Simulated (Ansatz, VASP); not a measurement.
## Two plane-wave programs on Al

```
Al
1.0
     2.88957    0.00000    0.00000
    -1.44478    2.50244    0.00000
     0.00000    0.00000    9.24105
Al
4
Direct
  0.91373 0.00000 0.00000
  0.33333 0.66667 0.25000
  0.08627 0.00000 0.50000
  0.66667 0.33333 0.75000
```

Change from the starting cell: mode 4 frozen in at -0.243 Å, equal normal strain along x and y +0.0267.

Alike in both runs: task single point; functional PBE; dispersion D3(BJ); k mesh 18 × 18 × 4; occupations gaussian, width 0.15 eV; no spin polarisation.

|  | VASP | Ansatz |
| --- | --- | --- |
| version | VASP 6.6.1 | Ansatz 0.2.0 |
| potentials or method | VASP PAW PBE potentials, release 64 (Al), cutoff 520 eV | scalar-relativistic, plane waves, PAW |
| valence electrons in the cell | 12 | 12 |

```csv
,VASP,Ansatz,Ansatz less VASP
gap on the k mesh at the Fermi level (eV),none,none,-
pressure (GPa),-3.5,-3.5,+0.01
"traceless stress, the component that is largest in VASP (GPa)",2.07,2.07,-0.001
rms of the force components (eV/Å),0.082,0.082,+0.0004
```

Atom by atom the forces differ by 0.000 eV/Å (rms over components). A gap of «none» marks a metal or a gap that the smearing closes.
